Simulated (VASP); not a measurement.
# HgTe (F-43m) in VASP: a series of runs, part 2 of 2

VASP 6.6.1.

### Step 3. Single point, r2SCAN

POSCAR reads:

```
HgTe
1.0
    0.0000000000      3.2860752822      3.2860752822
    3.2860752822      0.0000000000      3.2860752822
    3.2860752822      3.2860752822      0.0000000000
Hg Te
1 1
Direct
    0.0000000000      0.0000000000      0.0000000000
    0.2500000000      0.2500000000      0.2500000000
```

INCAR.step1 reads:

```
PREC = Accurate
ENCUT = 520
ISMEAR = 0
SIGMA = 0.05
LREAL = False
LASPH = True
NELM = 60
NBANDS = 16
GGA = PE
ALGO = Normal
EDIFF = 1E-4
LWAVE = True
LCHARG = False
```

INCAR.step2 reads:

```
PREC = Accurate
ENCUT = 520
EDIFF = 1E-7
ISMEAR = 0
SIGMA = 0.05
LREAL = False
LASPH = True
NELM = 60
ALGO = Normal
ISIF = 2
LWAVE = False
LCHARG = False
METAGGA = R2SCAN
LMIXTAU = True
NBANDS = 16
ISTART = 1
```

KPOINTS reads:

```
regular mesh
0
Gamma
  10 10 10
```

Potentials or basis: VASP PAW PBE potentials, release 64 (Hg, Te).

Launch:

```console
cat potpaw_PBE.64/Hg/POTCAR potpaw_PBE.64/Te/POTCAR > POTCAR
cp INCAR.step1 INCAR
mpirun -np 1 vasp_std > vasp.out
cp INCAR.step2 INCAR
mpirun -np 1 vasp_std > vasp.out
```

OUTCAR:

```text
PREC = Accurate
   ENCUT = 520
   EDIFF = 1E-7
   ISMEAR = 0
   LREAL = False
   LASPH = True
   NELM = 60
   ISIF = 2
   METAGGA = R2SCAN
   ISTART = 1

 ion  position               nearest neighbor table
   1  0.000  0.000  0.000-   2 2.85   2 2.85   2 2.85   2 2.85
   2  0.250  0.250  0.250-   1 2.85   1 2.85   1 2.85   1 2.85

  LATTYP: Found a face centered cubic cell.
 ALAT       =     6.5721505644

  Lattice vectors:

 A1 = (   0.0000000000,   3.2860752822,   3.2860752822)
 A2 = (   3.2860752822,   0.0000000000,   3.2860752822)
 A3 = (   3.2860752822,   3.2860752822,   0.0000000000)

Analysis of symmetry for initial positions (statically):
=====================================================================
 Subroutine PRICEL returns:
 Original cell was already a primitive cell.

 Routine SETGRP: Setting up the symmetry group for a
 face centered cubic supercell.

 Subroutine GETGRP returns: Found 24 space group operations
 (whereof 24 operations were pure point group operations)
 out of a pool of 48 trial point group operations.

The static configuration has the point symmetry T_d .

Analysis of symmetry for dynamics (positions and initial velocities):
[... 160 lines left out ...]

 val. band max:        2.3477605734   @ k =   0.0000   0.0000   0.0000
 cond. band min:       2.9952669669   @ k =   0.1000   0.0000   0.0000
 fundamental gap:      0.6475063936
 Fermi energy:         2.3631418023

 k-point     1 :       0.0000    0.0000    0.0000
  band No.  band energies     occupation
      1      -9.6996      2.00000
      2      -5.0075      2.00000
      3      -5.0075      2.00000
      4      -5.0075      2.00000
      5      -4.4962      2.00000
      6      -4.4962      2.00000
[... 433 lines left out ...]
      3      -4.7708      2.00000
      4      -4.7312      2.00000
      5      -4.4528      2.00000
      6      -4.3938      2.00000
[... 8 lines left out ...]
     15      13.0661      0.00000
     16      14.1342      0.00000

 [... further k-points ...]

------------------------ aborting loop because EDIFF is reached ----------------------------------------

  FORCE on cell =-STRESS in cart. coord.  units (eV):
  Direction    XX          YY          ZZ          XY          YZ          ZX
  --------------------------------------------------------------------------------------
  -------------------------------------------------------------------------------------
  Total        0.0318337      0.0318337      0.0318337     -0.0000000      0.0000000     -0.0000000
  in kB        0.7186801      0.7186801      0.7186801     -0.0000000      0.0000000     -0.0000000
  external PRESSURE =       0.7186801 kB  Pullay stress =       0.0000000 kB

 VOLUME and BASIS-vectors are now :
 -----------------------------------------------------------------------------
  energy-cutoff  :      520.00
  volume of cell :       70.97
      direct lattice vectors                 reciprocal lattice vectors
     0.000000000  3.286075282  3.286075282    -0.152157196  0.152157196  0.152157196
     3.286075282  0.000000000  3.286075282     0.152157196 -0.152157196  0.152157196
     3.286075282  3.286075282  0.000000000     0.152157196  0.152157196 -0.152157196

 POSITION                                       TOTAL-FORCE (eV/Angst)
 -----------------------------------------------------------------------------------
      0.00000      0.00000      0.00000        -0.000000     -0.000000     -0.000000
      1.64304      1.64304      1.64304         0.000000      0.000000      0.000000
 -----------------------------------------------------------------------------------
    total drift:                                0.000000      0.000000      0.000000

  FREE ENERGIE OF THE ION-ELECTRON SYSTEM (eV)
  ---------------------------------------------------
  free  energy   TOTEN  =       -75.1641960527 eV

  energy  without entropy=      -75.1641178327  energy(sigma->0) =      -75.16415694
```

OUTCAR.step1:

```text
PREC = Accurate
   ENCUT = 520
   ISMEAR = 0
   LREAL = False
   LASPH = True
[... 677 lines left out ...]
      0.00000      0.00000      0.00000        -0.000000     -0.000000     -0.000000
      1.64304      1.64304      1.64304         0.000000      0.000000      0.000000
 -----------------------------------------------------------------------------------
    total drift:                                0.000000      0.000000      0.000000

  FREE ENERGIE OF THE ION-ELECTRON SYSTEM (eV)
  ---------------------------------------------------
  free  energy   TOTEN  =        -3.6396848479 eV

  energy  without entropy=       -3.6396062958  energy(sigma->0) =       -3.63964557
```

It took 76 s on 1 thread of Intel Xeon 6975P-C (Granite Rapids), shared host; peak memory 0.25 GiB.

What came out:

| Item | Value |
| --- | --- |
| Free energy | -75.1642 eV |
| Pressure | 0.1 GPa |
| Band gap on the k mesh | zero (filled and empty bands touch) |

Levels at points of the mesh, in eV from the Fermi level:
| k point | band 5 | band 6 | band 7 | band 8 | band 9 | band 10 | band 11 | band 12 | band 13 | band 14 |
| --- | --- | --- | --- | --- | --- | --- | --- | --- | --- | --- |
| (0.00, 0.00, 0.00) | -6.86 | -6.86 | -0.56 | -0.02 | -0.02 | -0.02 | 4.64 | 4.64 | 4.64 | 6.80 |
| (0.50, 0.00, 0.00) | -6.84 | -6.57 | -5.33 | -0.94 | -0.94 | 0.93 | 5.41 | 5.41 | 7.13 | 8.23 |
| (0.50, 0.50, 0.00) | -6.80 | -6.43 | -5.32 | -2.16 | -2.16 | 2.08 | 2.85 | 8.50 | 9.22 | 9.22 |

Caveat: semilocal functionals underestimate gaps, so a narrow gap can read as zero; the PAW data sets were made with another functional, which shifts forces and pressure a little; spin-orbit coupling is left out, which moves the levels of the heavy elements.
